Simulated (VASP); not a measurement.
# Hg2PtS4 (Cm) in VASP: single point with PBEsol

Aim: the single point of Hg2PtS4 with PBEsol.

Program: VASP 6.6.1. These are calculated values, not measurements. Logs are shortened: lines on timing, memory, paths and dates and some standing lists are left out, and cuts for length are marked.

## Step 1: The cell of the first run

It takes space group Cm (No. 8, monoclinic). Conventional cell: a = 14.991 Å, b = 3.716 Å, c = 5.633 Å, α = 90.00°, β = 103.16°, γ = 90.00°. Hg (site symmetry m) has 5 S at 2.47 to 3.18 Å and 1 Pt at 2.80 Å within 3.3 Å. Within 4.0 Å of Hg (site symmetry m) lie 8 S at 2.64 to 3.92 Å and 6 Hg at 3.59 to 3.88 Å and 1 Pt at 3.66 Å. Pt (site symmetry m) has 4 S at 2.26 to 2.38 Å and 1 Hg at 2.80 Å within 3.0 Å. S (site symmetry m) has 3 Hg at 2.51 to 2.68 Å and 3 S at 2.72 to 2.99 Å within 3.3 Å. Within 3.0 Å of S (site symmetry m) lie 1 Pt at 2.27 Å and 1 Hg at 2.64 Å and 2 S at 2.72 Å. S (site symmetry m) has 1 Pt at 2.38 Å and 4 Hg at 2.47 to 3.18 Å within 3.2 Å. Within 3.0 Å of S (site symmetry m) lie 2 Pt at 2.26 Å and 2 Hg at 2.98 Å and 1 S at 2.99 Å.

## Step 2: Single point, PBEsol

File INCAR:

```
  PREC = Accurate
  ENCUT = 520
  EDIFF = 1E-7
  ISMEAR = -1
  SIGMA = 0.03
  LREAL = F
  LASPH = T
  NELM = 80
  ALGO = Normal
  ISIF = 2
  LWAVE = F
  LCHARG = T
  GGA = PS
  LELF = T
  LVHAR = T
  NBANDS = 38
```

File KPOINTS:

```
Automatic mesh
0
Gamma
  6 6 4
```

File POSCAR:

```
Hg2PtS4
1.0
    8.2591805842     -1.8579077127      0.6868641897
    8.2591805842      1.8579077127      0.6868641897
   -3.0703968336      0.0000000000      4.7222200431
Hg Pt S
2 1 4
Direct
    0.4459983024      0.4459983024      0.4942274318
    1.0550203841      1.0550203841      1.1120202141
    0.2987064008      0.2987064008      0.6070921289
    0.6079024493      0.6079024493      0.8714096464
    0.1670092499      0.1670092499      0.6368539696
    0.4312206345      0.4312206345      0.0376741246
    0.7901167089      0.7901167089      0.3690724847
```

Potentials or basis: VASP PAW PBE potentials, release 64 (Hg, Pt, S).

Command:

```
$ cat potpaw_PBE.64/Hg/POTCAR potpaw_PBE.64/Pt/POTCAR potpaw_PBE.64/S/POTCAR > POTCAR
$ mpirun -np 1 vasp_std > vasp.out
```

OUTCAR:

```text
PREC = Accurate
   ENCUT = 520
   EDIFF = 1E-7
   ISMEAR = -1
   LREAL = F
   LASPH = T
   NELM = 80
   ISIF = 2
   GGA = PS

 ion  position               nearest neighbor table
   1  0.446  0.446  0.494-   6 2.47   4 2.51   3 2.80   7 2.98   7 2.98   6 3.18   2 3.59   2 3.59

   2  0.055  0.055  0.112-   5 2.64   6 2.65   6 2.65   4 2.68   4 2.68   1 3.59   1 3.59   3 3.66

   3  0.299  0.299  0.607-   7 2.26   7 2.26   5 2.27   6 2.38   1 2.80   2 3.66
   4  0.608  0.608  0.871-   1 2.51   2 2.68   2 2.68   5 2.72   5 2.72
   5  0.167  0.167  0.637-   3 2.27   2 2.64   4 2.72   4 2.72
   6  0.431  0.431  0.038-   3 2.38   1 2.47   2 2.65   2 2.65   1 3.18
   7  0.790  0.790  0.369-   3 2.26   3 2.26   1 2.98   1 2.98

  Warning from LATTYP: Got some problem with cell dimensions!
  Tried to take original basis but could not verify dimensions!
  LATTYP: Found a base centered monoclinic cell.
 ALAT       =    14.9908864378
 B/A-ratio  =     0.2478716279
 C/A-ratio  =     0.3757380083
 COS(beta)  =    -0.2276515436

  Lattice vectors:

 A1 = (  -5.1887837506,   1.8579077127,  -5.4090842328)
 A2 = (  -5.1887837506,  -1.8579077127,  -5.4090842328)
 A3 = (  -3.0703968336,   0.0000000000,   4.7222200431)

Analysis of symmetry for initial positions (statically):
=====================================================================
 Subroutine PRICEL returns:
 Original cell was already a primitive cell.

 Routine SETGRP: Setting up the symmetry group for a
 base centered monoclinic supercell.

 Subroutine GETGRP returns: Found  2 space group operations
 (whereof  2 operations were pure point group operations)
 out of a pool of  4 trial point group operations.

The static configuration has the point symmetry C_1h.

Analysis of symmetry for dynamics (positions and initial velocities):
=====================================================================
 Subroutine PRICEL returns:
 Original cell was already a primitive cell.

 Routine SETGRP: Setting up the symmetry group for a
 base centered monoclinic supercell.

 Subroutine GETGRP returns: Found  2 space group operations
 (whereof  2 operations were pure point group operations)
 out of a pool of  4 trial point group operations.

The dynamic configuration has the point symmetry C_1h.

 Subroutine INISYM returns: Found  2 space group operations
 (whereof  2 operations are pure point group operations),
 and found     1 'primitive' translations

----------------------------------------------------------------------------------------

                                     Primitive cell

  volume of cell :     152.7595

  direct lattice vectors                    reciprocal lattice vectors
     8.259180584 -1.857907713  0.686864190     0.057433101 -0.269119933  0.037343116
     8.259180584  1.857907713  0.686864190     0.057433101  0.269119933  0.037343116
    -3.070396834  0.000000000  4.722220043    -0.016707709  0.000000000  0.200901418

  length of vectors
     8.493389630  8.493389630  5.632645813     0.277702373  0.277702373  0.201594958

  position of ions in fractional coordinates (direct lattice)
     0.445998302  0.445998302  0.494227432
     0.055020384  0.055020384  0.112020214
     0.298706401  0.298706401  0.607092129
     0.607902449  0.607902449  0.871409646
     0.167009250  0.167009250  0.636853970
     0.431220635  0.431220635  0.037674125
     0.790116709  0.790116709  0.369072485

  ion indices of the primitive-cell ions
   primitive index   ion index
                 1           1
                 2           2
                 3           3
                 4           4
                 5           5
                 6           6
                 7           7

----------------------------------------------------------------------------------------

 KPOINTS: Automatic mesh

Automatic generation of k-mesh.
 Grid dimensions read from file:
 generate k-points for:    6    6    4

 Generating k-lattice:

  Cartesian coordinates                     Fractional coordinates (reciprocal lattice)
     0.009572183 -0.044853322  0.006223853     0.166666667  0.000000000 -0.000000000
     0.009572183  0.044853322  0.006223853     0.000000000  0.166666667 -0.000000000
    -0.004176927  0.000000000  0.050225354    -0.000000000 -0.000000000  0.250000000

  Length of vectors
     0.046283729  0.046283729  0.050398740

  Shift w.r.t. Gamma in fractional coordinates (k-lattice)
     0.000000000  0.000000000  0.000000000

 Subroutine IBZKPT returns following result:
 ===========================================

 Found     47 irreducible k-points:

 Following reciprocal coordinates:
            Coordinates               Weight
  0.000000  0.000000  0.000000      1.000000
  0.166667  0.000000  0.000000      4.000000
  0.333333  0.000000  0.000000      4.000000
  0.500000  0.000000  0.000000      2.000000
  0.166667  0.166667  0.000000      2.000000
  0.333333  0.166667 -0.000000      4.000000
[... 16 lines left out ...]
 -0.333333  0.166667  0.250000      4.000000
 -0.166667  0.166667  0.250000      4.000000
 [... further k-points ...]
   k-points           NKPTS =     47   k-points in BZ     NKDIM =     47   number of bands    NBANDS=     38
   number of dos      NEDOS =    301   number of ions     NIONS =      7
   total plane-waves  NPLWV = 172032
   dimension x,y,z NGX =    64 NGY =   64 NGZ =   42
   dimension x,y,z NGXF=   128 NGYF=  128 NGZF=   84
   ions per type =               2   1   4
   NGX,Y,Z   is equivalent  to a cutoff of  12.53, 12.53, 12.40 a.u.
   NGXF,Y,Z  is equivalent  to a cutoff of  25.05, 25.05, 24.79 a.u.
 SYSTEM =  unknown system
   PREC   = accura    normal or accurate (medium, high low for compatibility)
   ISTART =      0    job   : 0-new  1-cont  2-samecut
   ICHARG =      2    charge: 1-file 2-atom 10-const
   ISPIN  =      1    spin polarized calculation?
   LNONCOLLINEAR =      F non collinear calculations
   LSORBIT =      F    spin-orbit coupling
   LASPH  =      T    aspherical Exc in radial PAW
   ENCUT  =  520.0 eV  38.22 Ry    6.18 a.u.  15.79 15.79 10.47*2*pi/ulx,y,z
   NELM   =     80;   NELMIN=  2; NELMDL= -5     # of ELM steps
   EDIFF  = 0.1E-06   stopping-criterion for ELM
   LREAL  =      F    real-space projection
   EDIFFG = 0.1E-05   stopping-criterion for IOM
   NSW    =      0    number of steps for IOM
   IBRION =     -1    ionic relax: 0-MD 1-quasi-New 2-CG
   NFREE  =      0    steps in history (QN), initial steepest desc. (CG)
   ISIF   =      2    stress and relaxation
   ISYM   =      2    0-nonsym 1-usesym 2-fastsym
   POTIM  = 0.5000    time-step for ionic-motion
   TEBEG  =    0.0;   TEEND  =   0.0 temperature during run
   PSTRESS=    0.0 pullay stress
   NELECT =      58.0000    total number of electrons
   NUPDOWN=      -1.0000    fix difference up-down
   EMIN   =  10.00;   EMAX   =-10.00  energy-range for DOS
   EFERMI =   0.00;   METHOD = LEGACY
   ISMEAR =    -1;   SIGMA  =   0.03  broadening in eV -4-tet -1-fermi 0-gaus
   EFERMI_NEDOS =   21; number of points for ismear=-14 and -15
   IALGO  =     38    algorithm
   IMIX   =      4    mixing-type and parameters
     AMIX     =   0.40;   BMIX     =  1.00
     AMIX_MAG =   1.60;   BMIX_MAG =  1.00
  volume/ion in A,a.u.               =      21.82       147.27
  Fermi-wavevector in a.u.,A,eV,Ry     =   1.185445  2.240167 19.119998  1.405280
  Thomas-Fermi vector in A             =   2.321639
   LORBIT       =      0    0 simple, 1 ext, 2 COOP (PROOUT), +10 PAW based schemes
   GGA     = PS    functional components
   LHFCALC =     F    Hartree Fock is set to
   AEXX    =    0.0000 exact exchange contribution
   IVDW    =     0    specifies the selected vdW correction
   LEPSILON=     F    determine dielectric tensor
   LRPA    =     F    only Hartree local field effects (RPA)
 non-spin polarized calculation
  energy-cutoff  :      520.00
  volume of cell :      152.76
 maximum number of plane-waves:      4130
   NGX = 31   NGY = 31   NGZ = 21

 number of electron      58.0000003 magnetization

 Free energy of the ion-electron system (eV)
  ---------------------------------------------------
  ext. energy  EPLUGINS =         0.00000000
  ---------------------------------------------------
  free energy    TOTEN  =       -24.64859068 eV

  energy without entropy =      -24.64066581  energy(sigma->0) =      -24.64462825

 E-fermi :   4.0116     XC(G=0): -10.1752

 val. band max:        3.9969762218   @ k =  -0.3333  -0.3333   0.2500
 cond. band min:       4.0155826765   @ k =   0.5000   0.1667   0.5000
 fundamental gap:      0.0186064547
 Fermi energy:         4.0116179096

 k-point     1 :       0.0000    0.0000    0.0000
  band No.  band energies     occupation
      1     -10.4203      2.00000
      2      -9.5202      2.00000
      3      -9.2990      2.00000
      4      -8.1658      2.00000
      5      -3.3119      2.00000
      6      -3.1797      2.00000
[... 30 lines left out ...]
     37       9.9762      0.00000
     38      11.1415      0.00000

 k-point     2 :       0.1667    0.0000    0.0000
  band No.  band energies     occupation
      1     -10.2409      2.00000
      2      -9.4352      2.00000
      3      -9.2270      2.00000
      4      -8.2123      2.00000
      5      -3.2965      2.00000
      6      -3.2400      2.00000
[... 30 lines left out ...]
     37      10.0324      0.00000
     38      10.3719      0.00000

 k-point     3 :       0.3333    0.0000    0.0000
  band No.  band energies     occupation
      1      -9.7908      2.00000
      2      -9.2579      2.00000
      3      -9.0657      2.00000
      4      -8.4074      2.00000
      5      -3.4881      2.00000
      6      -3.2700      2.00000
[... 30 lines left out ...]
     37       9.9602      0.00000
     38      10.4409      0.00000

 k-point     4 :       0.5000    0.0000    0.0000
  band No.  band energies     occupation
      1      -9.4452      2.00000
      2      -9.2240      2.00000
      3      -8.8254      2.00000
      4      -8.7245      2.00000
      5      -3.5851      2.00000
      6      -3.3033      2.00000
[... 30 lines left out ...]
     37       9.5874      0.00000
     38      10.5326      0.00000
[... 703 lines left out ...]
      4      -8.4067      2.00000
      5      -3.5649      2.00000
      6      -3.4139      2.00000
[... 30 lines left out ...]
     37       9.9414      0.00000
     38      10.5039      0.00000

 k-point    23 :      -0.3333    0.1667    0.2500
  band No.  band energies     occupation
      1      -9.4362      2.00000
      2      -9.1471      2.00000
      3      -8.8109      2.00000
      4      -8.7461      2.00000
      5      -3.5936      2.00000
      6      -3.4541      2.00000
[... 30 lines left out ...]
     37      10.1788      0.00000
     38      10.4084      0.00000

 k-point    24 :      -0.1667    0.1667    0.2500
  band No.  band energies     occupation
      1      -9.6962      2.00000
      2      -9.2960      2.00000
      3      -9.0424      2.00000
      4      -8.4280      2.00000
      5      -3.5262      2.00000
      6      -3.4460      2.00000
[... 30 lines left out ...]
     37       9.9689      0.00000
     38      10.5398      0.00000

 [... further k-points ...]

------------------------ aborting loop because EDIFF is reached ----------------------------------------

  FORCE on cell =-STRESS in cart. coord.  units (eV):
  Direction    XX          YY          ZZ          XY          YZ          ZX
  --------------------------------------------------------------------------------------
  -------------------------------------------------------------------------------------
  Total        0.2819609      0.1734914      0.3023165      0.0000000      0.0000000     -0.0289453
  in kB        2.9572728      1.8196185      3.1707669      0.0000000      0.0000000     -0.3035851
  external PRESSURE =       2.6492194 kB  Pullay stress =       0.0000000 kB

 VOLUME and BASIS-vectors are now :
 -----------------------------------------------------------------------------
  energy-cutoff  :      520.00
  volume of cell :      152.76
      direct lattice vectors                 reciprocal lattice vectors
     8.259180584 -1.857907713  0.686864190     0.057433101 -0.269119933  0.037343116
     8.259180584  1.857907713  0.686864190     0.057433101  0.269119933  0.037343116
    -3.070396834  0.000000000  4.722220043    -0.016707709  0.000000000  0.200901418

 POSITION                                       TOTAL-FORCE (eV/Angst)
 -----------------------------------------------------------------------------------
      5.84969      0.00000      2.94653        -0.010077      0.000000      0.002562
      0.56490      0.00000      0.60457         0.006412      0.000000      0.021613
      3.07013      0.00000      3.27716        -0.025590      0.000000      0.016079
      7.36598      0.00000      4.95008         0.054631      0.000000      0.012479
      0.80332      0.00000      3.23679         0.012153      0.000000      0.022107
      7.00738      0.00000      0.77029        -0.021823      0.000000     -0.064046
     11.91823      0.00000      2.82825        -0.015706      0.000000     -0.010793
 -----------------------------------------------------------------------------------
    total drift:                               -0.000300     -0.000000      0.000216

  FREE ENERGIE OF THE ION-ELECTRON SYSTEM (eV)
  ---------------------------------------------------
  free  energy   TOTEN  =       -24.6485906806 eV

  energy  without entropy=      -24.6406658118  energy(sigma->0) =      -24.64462825
```

It took 18 min on 1 thread of AMD EPYC 7R43 (Zen 3), shared host; peak memory 0.52 GiB.

What came out:

| Property | Result |
| --- | --- |
| Free energy | -24.6486 eV |
| Pressure | 0.3 GPa |
| Largest force | 0.068 eV/Å |
| Band gap on the k mesh | zero (bands 29 and 30 overlap by 1.10 eV) |

Forces in eV/Å, atoms in the order of the input:
```
Hg  -0.010  0.000  0.003
Hg   0.006  0.000  0.022
Pt  -0.026  0.000  0.016
S    0.055  0.000  0.012
S    0.012  0.000  0.022
S   -0.022  0.000 -0.064
S   -0.016  0.000 -0.011
```

Levels at points of the mesh, in eV from the Fermi level:
| k point | band 27 | band 28 | band 29 | band 30 | band 31 | band 32 |
| --- | --- | --- | --- | --- | --- | --- |
| (0.00, 0.00, 0.00) | -0.82 | -0.08 | 0.46 | 0.50 | 0.95 | 1.22 |
| (0.50, 0.00, 0.00) | -1.73 | -1.56 | -0.85 | -0.64 | 0.21 | 1.82 |
| (0.50, 0.50, 0.00) | -0.84 | -0.67 | 0.14 | 0.46 | 1.31 | 1.69 |
| (0.00, 0.00, 0.50) | -1.05 | 0.21 | 0.30 | 0.75 | 1.19 | 2.09 |
| (0.50, 0.00, 0.50) | -1.67 | -0.80 | -0.44 | 0.03 | 0.62 | 1.89 |
| (0.50, 0.50, 0.50) | -0.90 | -0.30 | 0.19 | 0.50 | 1.30 | 1.87 |

Caveat: the PAW data sets were made with another functional, which shifts forces and pressure a little; spin-orbit coupling is left out, which moves the levels of the heavy elements.
